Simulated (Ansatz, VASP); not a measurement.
Two plane-wave programs on SnTe

File INCAR:

```
  PREC = Accurate
  ENCUT = 520
  EDIFF = 1E-6
  ISMEAR = -1
  SIGMA = 0.05
  LREAL = F
  LASPH = T
  NELM = 60
  ALGO = Normal
  ISIF = 2
  LWAVE = F
  LCHARG = F
  GGA = B5
  ALDAX = 1.0
  AGGAX = 1.0
  AGGAC = 1.0
  ALDAC = 0.0
  IVDW = 13
  VDW_S6 = 1.0
  VDW_S8 = 2.34076671
  VDW_A1 = 0.44488865
  VDW_A2 = 4.0933009
  NBANDS = 17
```

File KPOINTS:

```
regular mesh
0
Gamma
  7 7 7
```

Contents of POSCAR:

```
SnTe
1.0
    0.0000000000      3.1082657258      3.1082657258
    3.1082657258      0.0000000000      3.1082657258
    3.1082657258      3.1082657258      0.0000000000
Te Sn
1 1
Direct
    0.5000000000      0.5000000000      0.5000000000
    0.0000000000      0.0000000000      0.0000000000
```

File input.yaml:

```yaml
crystal:
  lattice:
    - [0.0, 3.1082657258, 3.1082657258]
    - [3.1082657258, 0.0, 3.1082657258]
    - [3.1082657258, 3.1082657258, 0.0]
  atoms:
    - { symbol: Te, position: [0.5, 0.5, 0.5] }
    - { symbol: Sn, position: [0.0, 0.0, 0.0] }
hamiltonian:
  xc: blyp
  pseudopotentials: { kind: paw }
  dispersion: d4
kpoints:
  mp_grid: { grid: [7, 7, 7] }
scf:
  occupations: { method: fermi_dirac, width: 0.05 }
output:
  forces: true
  stress: true
  eigenvalues: true
```

Alike in both runs: task single point; functional BLYP; dispersion D4; k mesh 7 × 7 × 7; occupations fermi-dirac, width 0.05 eV; no spin polarisation.

|  | VASP | Ansatz |
| --- | --- | --- |
| version | VASP 6.6.1 | Ansatz 0.2.0 |
| potentials or method | VASP PAW PBE potentials, release 64 (Te, Sn_d) | Ansatz PAW |
| plane-wave cutoff (eV) | 520 | 420 |
| valence electrons in the cell | 20 | 30 |

VASP gave:

```
pressure (GPa) : 4.1
```

**Question.** Which values does Ansatz return?

**Answer.** Pressure (GPa): 4.0.

VASP's potentials were made for PBE, not for BLYP. VASP's potentials hold 20 valence electrons a cell and Ansatz's 30, so a difference there can come from the potentials and not from the codes.

Spin-orbit coupling is off throughout.
